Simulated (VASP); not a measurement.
# Pd (I4/mmm) in VASP: a series of runs

The runs below take Pd through single point, with LDA.

All numbers are computed with VASP 6.6.1; they aren't measurements. Logs are shortened: lines on timing, memory, paths and dates and some standing lists are left out, and cuts for length are marked.

**1. The cell of the first run**

It takes space group I4/mmm (No. 139, tetragonal). The conventional cell has a = 2.971 Å, b = 2.971 Å, c = 3.579 Å, α = 90.00°, β = 90.00°, γ = 90.00°. Pd (site symmetry 4/mmm) has 14 Pd at 2.76 to 3.58 Å within 3.6 Å.

**2. Single point, LDA (strain +0.080 along x and y, -0.080 along z)**

File INCAR:

```
ALGO     = Normal         # electronic algorithm
EDIFF    = 1E-6           # SCF threshold, eV
ENCUT    = 520            # plane-wave cutoff, eV
GGA      = CA             # functional
ISIF     = 2              # what is computed and relaxed
ISMEAR   = 0              # smearing method
LASPH    = T              # aspherical terms in the spheres
LCHARG   = F              # write CHGCAR
LREAL    = F              # projectors in reciprocal space
LWAVE    = F              # write WAVECAR
NBANDS   = 11             # bands
NELM     = 60             # most SCF steps
PREC     = Accurate       # precision mode
SIGMA    = 0.15           # smearing width, eV
```

File KPOINTS:

```
k-points
0
Gamma
  20 20 20
```

File POSCAR:

```
Pd
1.0
    0.0000000000      2.1004920000      1.7893080000
    2.1004920000      0.0000000000      1.7893080000
    2.1004920000      2.1004920000      0.0000000000
Pd
1
Direct
    0.0000000000      0.0000000000      0.0000000000
```

Potentials or basis: VASP PAW LDA potentials, release 64 (Pd).

Command:

```bash
$ cat potpaw_LDA.64/Pd/POTCAR > POTCAR
$ mpirun -np 1 vasp_std > vasp.out
```

OUTCAR:

```text
EDIFF = 1E-6
   ENCUT = 520
   GGA = CA
   ISIF = 2
   ISMEAR = 0
   LASPH = T
   LREAL = F
   NELM = 60
   PREC = Accurate

 ion  position               nearest neighbor table
   1  0.000  0.000  0.000-

  LATTYP: Found a body centered tetragonal cell.
 ALAT       =     2.9705442741
 C/A-ratio  =     1.2047004420

  Lattice vectors:

 A1 = (   0.0000000000,  -2.1004920000,  -1.7893080000)
 A2 = (   0.0000000000,   2.1004920000,  -1.7893080000)
 A3 = (   2.1004920000,   0.0000000000,   1.7893080000)

Analysis of symmetry for initial positions (statically):
=====================================================================
 Subroutine PRICEL returns:
 Original cell was already a primitive cell.

 Routine SETGRP: Setting up the symmetry group for a
 body centered tetragonal supercell.

 Subroutine GETGRP returns: Found 16 space group operations
 (whereof 16 operations were pure point group operations)
 out of a pool of 16 trial point group operations.

The static configuration has the point symmetry D_4h.

Analysis of symmetry for dynamics (positions and initial velocities):
=====================================================================
 Subroutine PRICEL returns:
 Original cell was already a primitive cell.

 Routine SETGRP: Setting up the symmetry group for a
 body centered tetragonal supercell.

 Subroutine GETGRP returns: Found 16 space group operations
 (whereof 16 operations were pure point group operations)
 out of a pool of 16 trial point group operations.

The dynamic configuration has the point symmetry D_4h.

 Subroutine INISYM returns: Found 16 space group operations
 (whereof 16 operations are pure point group operations),
 and found     1 'primitive' translations

----------------------------------------------------------------------------------------

                                     Primitive cell

  volume of cell :      15.7891

  direct lattice vectors                    reciprocal lattice vectors
     0.000000000  2.100492000  1.789308000    -0.238039469  0.238039469  0.279437637
     2.100492000  0.000000000  1.789308000     0.238039469 -0.238039469  0.279437637
     2.100492000  2.100492000  0.000000000     0.238039469  0.238039469 -0.279437637

  length of vectors
     2.759291532  2.759291532  2.970544274     0.437505395  0.437505395  0.437505395

  position of ions in fractional coordinates (direct lattice)
     0.000000000  0.000000000  0.000000000

  ion indices of the primitive-cell ions
   primitive index   ion index
                 1           1

----------------------------------------------------------------------------------------

 KPOINTS: k-points

Automatic generation of k-mesh.
 Grid dimensions read from file:
 generate k-points for:   20   20   20

 Generating k-lattice:

  Cartesian coordinates                     Fractional coordinates (reciprocal lattice)
    -0.011901973  0.011901973  0.013971882     0.050000000  0.000000000  0.000000000
     0.011901973 -0.011901973  0.013971882     0.000000000  0.050000000  0.000000000
     0.011901973  0.011901973 -0.013971882    -0.000000000 -0.000000000  0.050000000

  Length of vectors
     0.021875270  0.021875270  0.021875270

  Shift w.r.t. Gamma in fractional coordinates (k-lattice)
     0.000000000  0.000000000  0.000000000

 Subroutine IBZKPT returns following result:
 ===========================================

 Found    641 irreducible k-points:

 Following reciprocal coordinates:
            Coordinates               Weight
  0.000000  0.000000  0.000000      1.000000
  0.050000  0.000000  0.000000      8.000000
  0.100000  0.000000  0.000000      8.000000
  0.150000  0.000000  0.000000      8.000000
  0.200000  0.000000  0.000000      8.000000
  0.250000  0.000000  0.000000      8.000000
[... 16 lines left out ...]
 -0.400000  0.050000  0.000000      8.000000
 -0.350000  0.050000  0.000000      8.000000
 [... further k-points ...]
   k-points           NKPTS =    641   k-points in BZ     NKDIM =    641   number of bands    NBANDS=     11
   number of dos      NEDOS =    301   number of ions     NIONS =      1
   total plane-waves  NPLWV =  13824
   dimension x,y,z NGX =    24 NGY =   24 NGZ =   24
   dimension x,y,z NGXF=    48 NGYF=   48 NGZF=   48
   ions per type =               1
   NGX,Y,Z   is equivalent  to a cutoff of  14.46, 14.46, 13.43 a.u.
   NGXF,Y,Z  is equivalent  to a cutoff of  28.92, 28.92, 26.86 a.u.
 SYSTEM =  unknown system
   PREC   = accura    normal or accurate (medium, high low for compatibility)
   ISTART =      0    job   : 0-new  1-cont  2-samecut
   ICHARG =      2    charge: 1-file 2-atom 10-const
   ISPIN  =      1    spin polarized calculation?
   LNONCOLLINEAR =      F non collinear calculations
   LSORBIT =      F    spin-orbit coupling
   LASPH  =      T    aspherical Exc in radial PAW
   ENCUT  =  520.0 eV  38.22 Ry    6.18 a.u.   5.13  5.13  5.52*2*pi/ulx,y,z
   NELM   =     60;   NELMIN=  2; NELMDL= -5     # of ELM steps
   EDIFF  = 0.1E-05   stopping-criterion for ELM
   LREAL  =      F    real-space projection
   EDIFFG = 0.1E-04   stopping-criterion for IOM
   NSW    =      0    number of steps for IOM
   IBRION =     -1    ionic relax: 0-MD 1-quasi-New 2-CG
   NFREE  =      0    steps in history (QN), initial steepest desc. (CG)
   ISIF   =      2    stress and relaxation
   ISYM   =      2    0-nonsym 1-usesym 2-fastsym
   POTIM  = 0.5000    time-step for ionic-motion
   TEBEG  =    0.0;   TEEND  =   0.0 temperature during run
   PSTRESS=    0.0 pullay stress
   NELECT =      10.0000    total number of electrons
   NUPDOWN=      -1.0000    fix difference up-down
   EMIN   =  10.00;   EMAX   =-10.00  energy-range for DOS
   EFERMI =   0.00;   METHOD = LEGACY
   ISMEAR =     0;   SIGMA  =   0.15  broadening in eV -4-tet -1-fermi 0-gaus
   EFERMI_NEDOS =   21; number of points for ismear=-14 and -15
   IALGO  =     38    algorithm
   IMIX   =      4    mixing-type and parameters
     AMIX     =   0.40;   BMIX     =  1.00
     AMIX_MAG =   1.60;   BMIX_MAG =  1.00
  volume/ion in A,a.u.               =      15.79       106.55
  Fermi-wavevector in a.u.,A,eV,Ry     =   1.405904  2.656774 26.892827  1.976567
  Thomas-Fermi vector in A             =   2.528319
   LORBIT       =      0    0 simple, 1 ext, 2 COOP (PROOUT), +10 PAW based schemes
   GGA     = CA    functional components
   LHFCALC =     F    Hartree Fock is set to
   AEXX    =    0.0000 exact exchange contribution
   IVDW    =     0    specifies the selected vdW correction
   LEPSILON=     F    determine dielectric tensor
   LRPA    =     F    only Hartree local field effects (RPA)
 non-spin polarized calculation
 Gauss-broadening in eV      SIGMA  =   0.15
  energy-cutoff  :      520.00
  volume of cell :       15.79
 maximum number of plane-waves:       439
 NGX is ok and might be reduce to    24
   NGX = 11   NGY = 11   NGZ = 11

 number of electron      10.0000000 magnetization

 Free energy of the ion-electron system (eV)
  ---------------------------------------------------
  ext. energy  EPLUGINS =         0.00000000
  ---------------------------------------------------
  free energy    TOTEN  =        -6.38231652 eV

  energy without entropy =       -6.36168226  energy(sigma->0) =       -6.37199939

 E-fermi :   8.4518     XC(G=0): -13.1033

 val. band max:        8.4512958470   @ k =  -0.3500   0.3500   0.1500
 cond. band min:       8.4518821160   @ k =   0.4000   0.2000   0.0000
 fundamental gap:      0.0005862690
 Fermi energy:         8.4518005799

 k-point     1 :       0.0000    0.0000    0.0000
  band No.  band energies     occupation
      1       1.7515      2.00000
      2       5.6084      2.00000
      3       5.6084      2.00000
      4       6.6249      2.00000
      5       6.7853      2.00000
      6       7.8435      2.00000
      7      25.9847      0.00000
      8      28.8073      0.00000
      9      28.8073      0.00000
     10      32.3892      0.00000
     11      34.5253      0.00000

 k-point     2 :       0.0500    0.0000    0.0000
  band No.  band energies     occupation
      1       1.8385      2.00000
      2       5.6102      2.00000
      3       5.6351      2.00000
      4       6.6270      2.00000
      5       6.7773      2.00000
      6       7.8221      2.00000
      7      26.0490      0.00000
      8      28.5879      0.00000
      9      28.9019      0.00000
     10      31.9294      0.00000
     11      34.5871      0.00000

 k-point     3 :       0.1000    0.0000    0.0000
  band No.  band energies     occupation
      1       2.0926      2.00000
      2       5.6126      2.00000
      3       5.6959      2.00000
      4       6.6526      2.00000
      5       6.7623      2.00000
      6       7.7660      2.00000
      7      26.1580      0.00000
      8      27.8428      0.00000
      9      29.1750      0.00000
     10      31.4796      0.00000
     11      34.4150      0.00000

 k-point     4 :       0.1500    0.0000    0.0000
  band No.  band energies     occupation
      1       2.4881      2.00000
      2       5.6181      2.00000
      3       5.7369      2.00000
      4       6.7565      2.00000
      5       6.7582      2.00000
      6       7.6980      2.00000
      7      25.7820      0.00000
      8      27.0094      0.00000
      9      29.5915      0.00000
     10      31.4873      0.00000
     11      33.3822      0.00000

 k-point     5 :       0.2000    0.0000    0.0000
  band No.  band energies     occupation
      1       2.9650      2.00000
      2       5.6690      2.00000
      3       5.7108      2.00000
      4       6.7688      2.00000
      5       6.9838      2.00000
      6       7.6520      2.00000
      7      24.3454      0.00000
      8      26.7134      0.00000
      9      30.0734      0.00000
     10      31.7292      0.00000
     11      32.8839      0.00000
[... 211 lines left out ...]
 k-point    21 :       0.5000    0.0500    0.0000
  band No.  band energies     occupation
      1       3.6905      2.00000
      2       5.2996      2.00000
      3       6.5337      2.00000
      4       7.7787      2.00000
      5       8.7582      0.00387
      6      10.0289      0.00000
      7      15.3500      0.00000
      8      24.4256      0.00000
      9      26.8152      0.00000
     10      30.9534      0.00000
     11      33.4213      0.00000

 k-point    22 :      -0.4500    0.0500    0.0000
  band No.  band energies     occupation
      1       3.7023      2.00000
      2       5.3094      2.00000
      3       6.5130      2.00000
      4       7.8250      2.00000
      5       8.6599      0.04974
      6       9.7512      0.00000
      7      15.7127      0.00000
      8      24.4993      0.00000
      9      27.1021      0.00000
     10      30.6516      0.00000
     11      33.3571      0.00000

 k-point    23 :      -0.4000    0.0500    0.0000
  band No.  band energies     occupation
      1       3.7415      2.00000
      2       5.3583      2.00000
      3       6.5219      2.00000
      4       7.6885      2.00000
      5       8.4122      1.29084
      6       8.9771      0.00000
      7      16.9455      0.00000
      8      24.7630      0.00000
      9      27.7584      0.00000
     10      30.5047      0.00000
     11      33.1187      0.00000

 k-point    24 :      -0.3500    0.0500    0.0000
  band No.  band energies     occupation
      1       3.7772      2.00000
      2       5.4418      2.00000
      3       6.5574      2.00000
      4       7.2013      2.00000
      5       8.0570      1.99980
      6       8.3598      1.61453
      7      18.5881      0.00000
      8      25.2026      0.00000
      9      28.7443      0.00000
     10      30.4576      0.00000
     11      32.7074      0.00000

 [... further k-points ...]
[... 5 lines left out ...]
  --------------------------------------------------------------------------------------
  -------------------------------------------------------------------------------------
  Total       -1.8387191     -1.8387191     -1.5232802      0.0000000      0.0000000      0.0000000
  in kB     -186.5815929   -186.5815929   -154.5728463      0.0000000      0.0000000      0.0000000
  external PRESSURE =    -175.9120107 kB  Pullay stress =       0.0000000 kB

 VOLUME and BASIS-vectors are now :
 -----------------------------------------------------------------------------
  energy-cutoff  :      520.00
  volume of cell :       15.79
      direct lattice vectors                 reciprocal lattice vectors
     0.000000000  2.100492000  1.789308000    -0.238039469  0.238039469  0.279437637
     2.100492000  0.000000000  1.789308000     0.238039469 -0.238039469  0.279437637
     2.100492000  2.100492000  0.000000000     0.238039469  0.238039469 -0.279437637

 POSITION                                       TOTAL-FORCE (eV/Angst)
 -----------------------------------------------------------------------------------
      0.00000      0.00000      0.00000        -0.000000      0.000000      0.000000
 -----------------------------------------------------------------------------------
    total drift:                                0.000000      0.000000      0.000000

  FREE ENERGIE OF THE ION-ELECTRON SYSTEM (eV)
  ---------------------------------------------------
  free  energy   TOTEN  =        -6.3823165165 eV

  energy  without entropy=       -6.3616822648  energy(sigma->0) =       -6.37199939
```

Run time: 64 s. Hardware: 1 thread of Intel Xeon Platinum 8375C at 2.90GHz (Ice Lake), shared host; peak memory 0.22 GiB.

Results:

```yaml
Free_energy: -6.3823 eV
Pressure: -17.6 GPa
Band_gap_on_the_k_mesh: zero (band 5 reaches 9.01 eV, above the bottom of band 6 at 7.46 eV)
```

Stress tensor (GPa, compression positive):
```
-18.66   0.00   0.00
  0.00 -18.66   0.00
  0.00   0.00 -15.46
```

Caveat: the cell differs from its parent crystal (strain +0.080 along x and y, -0.080 along z).

**3. Single point, LDA (strain +0.080 along x and y, +0.000 along z)**

File INCAR:

```
SYSTEM = Pd
PREC = Accurate
ENCUT = 520
EDIFF = 1E-7
ISMEAR = 0
SIGMA = 0.15
LREAL = .False.
LASPH = .True.
NELM = 80
ALGO = Fast
ISIF = 2
LWAVE = .False.
LCHARG = .False.
GGA = CA
NBANDS = 11
```

File KPOINTS:

```
regular mesh
0
Gamma
  20 20 20
  0 0 0
```

File POSCAR:

```
Pd
1.0
    0.0000000000      2.1004920000      1.9449000000
    2.1004920000      0.0000000000      1.9449000000
    2.1004920000      2.1004920000      0.0000000000
Pd
1
Direct
    0.0000000000      0.0000000000      0.0000000000
```

Potentials or basis: VASP PAW LDA potentials, release 64 (Pd).

Command:

```bash
$ cat potpaw_LDA.64/Pd/POTCAR > POTCAR
$ mpirun -np 1 vasp_std > vasp.out
```

It took 80 s on 1 thread of Intel Xeon Platinum 8375C at 2.90GHz (Ice Lake), shared host; peak memory 0.23 GiB.

The run converged. Its results:

```
Free energy            : -6.2083 eV
Pressure               : -25.4 GPa
Band gap on the k mesh : zero (band 5 reaches 7.57 eV, above the bottom of band 6 at 6.17 eV)
```

Stress tensor (GPa, compression positive):
```
-25.95   0.00   0.00
  0.00 -25.95   0.00
  0.00   0.00 -24.38
```

Levels at points of the mesh, in eV from the Fermi level:
| k point | band 1 | band 2 | band 3 | band 4 | band 5 | band 6 | band 7 | band 8 | band 9 | band 10 |
| --- | --- | --- | --- | --- | --- | --- | --- | --- | --- | --- |
| (0.00, 0.00, 0.00) | -6.12 | -2.41 | -2.41 | -1.85 | -1.27 | -0.71 | 17.07 | 20.41 | 20.41 | 21.72 |
| (0.50, 0.00, 0.00) | -4.27 | -2.54 | -1.97 | -0.16 | 0.11 | 1.29 | 6.17 | 16.10 | 18.59 | 20.56 |
| (0.50, 0.50, 0.00) | -4.24 | -4.03 | -0.04 | 0.22 | 0.22 | 4.23 | 10.54 | 11.37 | 11.37 | 18.52 |
| (0.50, 0.00, 0.50) | -4.27 | -4.02 | -0.07 | 0.02 | 0.36 | 2.86 | 8.63 | 12.65 | 12.86 | 19.94 |

Caveat: the cell differs from its parent crystal (strain +0.080 along x and y, +0.000 along z).
